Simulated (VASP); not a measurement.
# SnGe5 (P4/mmm) in VASP: relaxation of cell and atoms with PBE

Aim: the relaxation of cell and atoms of SnGe5 with PBE.

Program: VASP 6.6.1. These are calculated values, not measurements. Logs are shortened: lines on timing, memory, paths and dates and some standing lists are left out, and cuts for length are marked.

## 1. The cell of the first run

Symmetry: P4/mmm, No. 123, tetragonal system. The conventional cell has a = 3.381 Å, b = 3.381 Å, c = 10.849 Å, α = 90.00°, β = 90.00°, γ = 90.00°. Within 4.2 Å of Sn (site symmetry 4/mmm) lie 10 Ge at 3.18 to 3.67 Å and 4 Sn at 3.38 Å. Within 3.8 Å of Ge (site symmetry 4mm) lie 9 Ge at 2.86 to 3.38 Å and 4 Sn at 3.18 Å. Within 3.8 Å of Ge (site symmetry 4mm) lie 13 Ge at 2.86 to 3.52 Å and 1 Sn at 3.67 Å. Ge (site symmetry 4/mmm) has 14 Ge at 2.97 to 3.38 Å within 3.9 Å.

## 2. Relaxation of cell and atoms, PBE

File INCAR:

```
PREC     = Accurate       # precision mode
ENCUT    = 600            # plane-wave cutoff, eV
EDIFF    = 1E-7           # SCF threshold, eV
ISMEAR   = 0              # smearing method
SIGMA    = 0.1            # smearing width, eV
LREAL    = F              # projectors in reciprocal space
LASPH    = T              # aspherical terms in the spheres
NELM     = 60             # most SCF steps
ALGO     = Normal         # electronic algorithm
ISIF     = 3              # what is computed and relaxed
LWAVE    = F              # write WAVECAR
LCHARG   = F              # write CHGCAR
GGA      = PE             # functional
IBRION   = 2              # ionic algorithm
NSW      = 100            # ionic steps
EDIFFG   = -0.01          # ionic threshold
```

File KPOINTS:

```
regular mesh
0
Gamma
  12 12 4
```

File POSCAR:

```
SnGe5
1.0
    3.3813811921      0.0000000000      0.0000000000
    0.0000000000      3.3813811921      0.0000000000
    0.0000000000      0.0000000000     10.8486755900
Sn Ge
1 5
Direct
    0.5000000000      0.5000000000      0.5000000000
    0.0000000000      0.0000000000      0.6926457369
    0.5000000000      0.5000000000      0.8378409265
    0.0000000000      0.0000000000      0.0000000000
    0.5000000000      0.5000000000      0.1621590735
    0.0000000000      0.0000000000      0.3073542631
```

Potentials or basis: VASP PAW PBE potentials, release 64 (Sn_d, Ge_d).

Started as:

```
cat potpaw_PBE.64/Sn_d/POTCAR potpaw_PBE.64/Ge_d/POTCAR > POTCAR
mpirun -np 1 vasp_std > vasp.out
```

OUTCAR:

```text
PREC = Accurate
   ENCUT = 600
   EDIFF = 1E-7
   ISMEAR = 0
   LREAL = F
   LASPH = T
   NELM = 60
   ISIF = 3
   GGA = PE
   IBRION = 2
   NSW = 100
   EDIFFG = -0.01

 ion  position               nearest neighbor table
   1  0.500  0.500  0.500-   2 3.18   6 3.18   2 3.18   6 3.18   2 3.18   6 3.18   2 3.18   6 3.18

   2  0.000  0.000  0.693-   3 2.86   3 2.86   3 2.86   3 2.86   1 3.18   1 3.18   1 3.18   1 3.18

   3  0.500  0.500  0.838-   2 2.86   2 2.86   2 2.86   2 2.86
   4  0.000  0.000  0.000-
   5  0.500  0.500  0.162-   6 2.86   6 2.86   6 2.86   6 2.86
   6  0.000  0.000  0.307-   5 2.86   5 2.86   5 2.86   5 2.86   1 3.18   1 3.18   1 3.18   1 3.18

  LATTYP: Found a simple tetragonal cell.
 ALAT       =     3.3813811921
 C/A-ratio  =     3.2083562821

  Lattice vectors:

 A1 = (   3.3813811921,   0.0000000000,   0.0000000000)
 A2 = (   0.0000000000,   3.3813811921,   0.0000000000)
 A3 = (   0.0000000000,   0.0000000000,  10.8486755900)

Analysis of symmetry for initial positions (statically):
=====================================================================
 Subroutine PRICEL returns:
 Original cell was already a primitive cell.

 Routine SETGRP: Setting up the symmetry group for a
 simple tetragonal supercell.

 Subroutine GETGRP returns: Found 16 space group operations
 (whereof 16 operations were pure point group operations)
 out of a pool of 16 trial point group operations.

The static configuration has the point symmetry D_4h.

Analysis of symmetry for dynamics (positions and initial velocities):
=====================================================================
 Subroutine PRICEL returns:
 Original cell was already a primitive cell.

 Routine SETGRP: Setting up the symmetry group for a
 simple tetragonal supercell.

 Subroutine GETGRP returns: Found 16 space group operations
 (whereof 16 operations were pure point group operations)
 out of a pool of 16 trial point group operations.

The dynamic configuration has the point symmetry D_4h.

 Subroutine INISYM returns: Found 16 space group operations
 (whereof 16 operations are pure point group operations),
 and found     1 'primitive' translations

----------------------------------------------------------------------------------------

                                     Primitive cell

  volume of cell :     124.0409

  direct lattice vectors                    reciprocal lattice vectors
     3.381381192  0.000000000  0.000000000     0.295737139  0.000000000  0.000000000
     0.000000000  3.381381192  0.000000000     0.000000000  0.295737139  0.000000000
     0.000000000  0.000000000 10.848675590     0.000000000  0.000000000  0.092177150

  length of vectors
     3.381381192  3.381381192 10.848675590     0.295737139  0.295737139  0.092177150

  position of ions in fractional coordinates (direct lattice)
     0.500000000  0.500000000  0.500000000
     0.000000000  0.000000000  0.692645737
     0.500000000  0.500000000  0.837840927
     0.000000000  0.000000000  0.000000000
     0.500000000  0.500000000  0.162159073
     0.000000000  0.000000000  0.307354263

  ion indices of the primitive-cell ions
   primitive index   ion index
                 1           1
                 2           2
                 3           3
                 4           4
                 5           5
                 6           6

----------------------------------------------------------------------------------------

 KPOINTS: regular mesh

Automatic generation of k-mesh.
 Grid dimensions read from file:
 generate k-points for:   12   12    4

 Generating k-lattice:

  Cartesian coordinates                     Fractional coordinates (reciprocal lattice)
     0.024644762  0.000000000  0.000000000     0.083333333  0.000000000  0.000000000
     0.000000000  0.024644762  0.000000000     0.000000000  0.083333333  0.000000000
     0.000000000  0.000000000  0.023044288     0.000000000  0.000000000  0.250000000

  Length of vectors
     0.024644762  0.024644762  0.023044288

  Shift w.r.t. Gamma in fractional coordinates (k-lattice)
     0.000000000  0.000000000  0.000000000

 Subroutine IBZKPT returns following result:
 ===========================================

 Found     84 irreducible k-points:

 Following reciprocal coordinates:
            Coordinates               Weight
  0.000000  0.000000  0.000000      1.000000
  0.083333  0.000000  0.000000      4.000000
  0.166667  0.000000  0.000000      4.000000
  0.250000  0.000000  0.000000      4.000000
  0.333333  0.000000  0.000000      4.000000
  0.416667  0.000000  0.000000      4.000000
[... 16 lines left out ...]
  0.333333  0.333333  0.000000      4.000000
  0.416667  0.333333  0.000000      8.000000
 [... further k-points ...]
   k-points           NKPTS =     84   k-points in BZ     NKDIM =     84   number of bands    NBANDS=     50
   number of dos      NEDOS =    301   number of ions     NIONS =      6
   total plane-waves  NPLWV =  70560
   dimension x,y,z NGX =    28 NGY =   28 NGZ =   90
   dimension x,y,z NGXF=    56 NGYF=   56 NGZF=  180
   ions per type =               1   5
   NGX,Y,Z   is equivalent  to a cutoff of  13.77, 13.77, 13.79 a.u.
   NGXF,Y,Z  is equivalent  to a cutoff of  27.53, 27.53, 27.58 a.u.
 SYSTEM =  unknown system
   PREC   = accura    normal or accurate (medium, high low for compatibility)
   ISTART =      0    job   : 0-new  1-cont  2-samecut
   ICHARG =      2    charge: 1-file 2-atom 10-const
   ISPIN  =      1    spin polarized calculation?
   LNONCOLLINEAR =      F non collinear calculations
   LSORBIT =      F    spin-orbit coupling
   LASPH  =      T    aspherical Exc in radial PAW
   ENCUT  =  600.0 eV  44.10 Ry    6.64 a.u.   6.75  6.75 21.67*2*pi/ulx,y,z
   NELM   =     60;   NELMIN=  2; NELMDL= -5     # of ELM steps
   EDIFF  = 0.1E-06   stopping-criterion for ELM
   LREAL  =      F    real-space projection
   EDIFFG = -.1E-01   stopping-criterion for IOM
   NSW    =    100    number of steps for IOM
   IBRION =      2    ionic relax: 0-MD 1-quasi-New 2-CG
   NFREE  =      1    steps in history (QN), initial steepest desc. (CG)
   ISIF   =      3    stress and relaxation
   ISYM   =      2    0-nonsym 1-usesym 2-fastsym
   POTIM  = 0.5000    time-step for ionic-motion
   TEBEG  =    0.0;   TEEND  =   0.0 temperature during run
   PSTRESS=    0.0 pullay stress
   NELECT =      84.0000    total number of electrons
   NUPDOWN=      -1.0000    fix difference up-down
   EMIN   =  10.00;   EMAX   =-10.00  energy-range for DOS
   EFERMI =   0.00;   METHOD = LEGACY
   ISMEAR =     0;   SIGMA  =   0.10  broadening in eV -4-tet -1-fermi 0-gaus
   EFERMI_NEDOS =   21; number of points for ismear=-14 and -15
   IALGO  =     38    algorithm
   IMIX   =      4    mixing-type and parameters
     AMIX     =   0.40;   BMIX     =  1.00
     AMIX_MAG =   1.60;   BMIX_MAG =  1.00
  volume/ion in A,a.u.               =      20.67       139.51
  Fermi-wavevector in a.u.,A,eV,Ry     =   1.437627  2.716721 28.120137  2.066772
  Thomas-Fermi vector in A             =   2.556684
   LORBIT       =      0    0 simple, 1 ext, 2 COOP (PROOUT), +10 PAW based schemes
   GGA     = PE    functional components
   LHFCALC =     F    Hartree Fock is set to
   AEXX    =    0.0000 exact exchange contribution
   IVDW    =     0    specifies the selected vdW correction
   LEPSILON=     F    determine dielectric tensor
   LRPA    =     F    only Hartree local field effects (RPA)
 conjugate gradient relaxation of ions
 non-spin polarized calculation
 Gauss-broadening in eV      SIGMA  =   0.10
  energy-cutoff  :      600.00
  volume of cell :      124.04
 maximum number of plane-waves:      4184
 NGX is ok and might be reduce to    28
   NGX = 13   NGY = 13   NGZ = 43

--------------------------------------- Ionic step        1  -------------------------------------------

 number of electron      84.0000048 magnetization

 Free energy of the ion-electron system (eV)
  ---------------------------------------------------
  ext. energy  EPLUGINS =         0.00000000
  ---------------------------------------------------
  free energy    TOTEN  =       -24.68653414 eV

  energy without entropy =      -24.67006148  energy(sigma->0) =      -24.67829781

------------------------ aborting loop because EDIFF is reached ----------------------------------------

  FORCE on cell =-STRESS in cart. coord.  units (eV):
  Direction    XX          YY          ZZ          XY          YZ          ZX
  --------------------------------------------------------------------------------------
  -------------------------------------------------------------------------------------
  Total       -0.1399480     -0.1399480     -0.3302917      0.0000000      0.0000000     -0.0000000
  in kB       -1.8076419     -1.8076419     -4.2662196      0.0000000      0.0000000     -0.0000000
  external PRESSURE =      -2.6271678 kB  Pullay stress =       0.0000000 kB
[... 305 lines left out ...]
  energy  without entropy=      -24.6753195876  energy(sigma->0) =      -24.68309953

--------------------------------------- Ionic step        9  -------------------------------------------

 number of electron      84.0000054 magnetization

 Free energy of the ion-electron system (eV)
  ---------------------------------------------------
  ext. energy  EPLUGINS =         0.00000000
  ---------------------------------------------------
  free energy    TOTEN  =       -24.69104630 eV

  energy without entropy =      -24.67520767  energy(sigma->0) =      -24.68312699

 E-fermi :   6.9061     XC(G=0): -11.0114

 val. band max:        6.9041034273   @ k =   0.4167   0.1667   0.5000
 cond. band min:       6.9106931655   @ k =   0.4167   0.3333   0.2500
 fundamental gap:      0.0065897382
 Fermi energy:         6.9061317191

 k-point     1 :       0.0000    0.0000    0.0000
  band No.  band energies     occupation
      1     -17.8889      2.00000
      2     -17.8841      2.00000
      3     -17.8747      2.00000
      4     -17.8747      2.00000
      5     -17.8709      2.00000
      6     -17.8406      2.00000
[... 1261 lines left out ...]
     49       9.4999      0.00000
     50      10.0482      0.00000

 [... further k-points ...]
[... 5 lines left out ...]
  --------------------------------------------------------------------------------------
  -------------------------------------------------------------------------------------
  Total        0.0027823      0.0027823     -0.0223445      0.0000000      0.0000000     -0.0000000
  in kB        0.0360773      0.0360773     -0.2897379      0.0000000      0.0000000     -0.0000000
  external PRESSURE =      -0.0725278 kB  Pullay stress =       0.0000000 kB
[... 21 lines left out ...]
  FREE ENERGIE OF THE ION-ELECTRON SYSTEM (eV)
  ---------------------------------------------------
  free  energy   TOTEN  =       -24.6910462993 eV

  energy  without entropy=      -24.6752076743  energy(sigma->0) =      -24.68312699

 reached required accuracy - stopping structural energy minimisation
```

It took 29 min on 1 thread of Intel Xeon 6975P-C (Granite Rapids), shared host; peak memory 0.61 GiB.

Results:

| Property | Result |
| --- | --- |
| Free energy | -24.6910 eV |
| Relaxed volume | 20.59 Å³/atom |
| Relaxed cell | a = 3.395 Å, b = 3.395 Å, c = 10.719 Å, α = 90.00°, β = 90.00°, γ = 90.00° |
| Space group after relaxing (to 0.1 Å) | P4/mmm (No. 123) |
| Energy gained by relaxing | 0.8 meV/atom |
| Ionic steps | 9 |
| Pressure after relaxing | 0.0 GPa |
| Largest force after relaxing | 0.005 eV/Å |
| Band gap on the k mesh | zero (bands 42 and 43 overlap by 4.49 eV) |

Forces in eV/Å, atoms in the order of the input:
```
Sn   0.000  0.000  0.000
Ge   0.000  0.000  0.005
Ge   0.000  0.000  0.003
Ge   0.000  0.000  0.000
Ge   0.000  0.000 -0.003
Ge   0.000  0.000 -0.005
```

Step by step:
```csv
step,energy change (eV),largest force (eV/Å),pressure (GPa),volume (Å³)
1,0.0000,0.0531,-0.26,124.04
2,-0.0010,0.0480,0.01,123.43
3,-0.0012,0.0447,0.20,123.08
4,-0.0020,0.0417,0.22,123.03
5,-0.0035,0.0279,0.29,122.88
6,-0.0041,0.0279,-0.21,123.86
7,-0.0042,0.0283,-0.03,123.54
8,-0.0043,0.0221,-0.03,123.55
9,-0.0045,0.0052,-0.01,123.56
```

Final structure:
```
Sn Ge
1.0
     3.39515    0.00000    0.00000
     0.00000    3.39515    0.00000
     0.00000    0.00000   10.71910
Sn Ge
1 5
Direct
  0.50000 0.50000 0.50000
  0.00000 0.00000 0.69565
  0.50000 0.50000 0.83897
  0.00000 0.00000 0.00000
  0.50000 0.50000 0.16103
  0.00000 0.00000 0.30435
```

Caveat: spin-orbit coupling is left out, which moves the levels of the heavy elements.
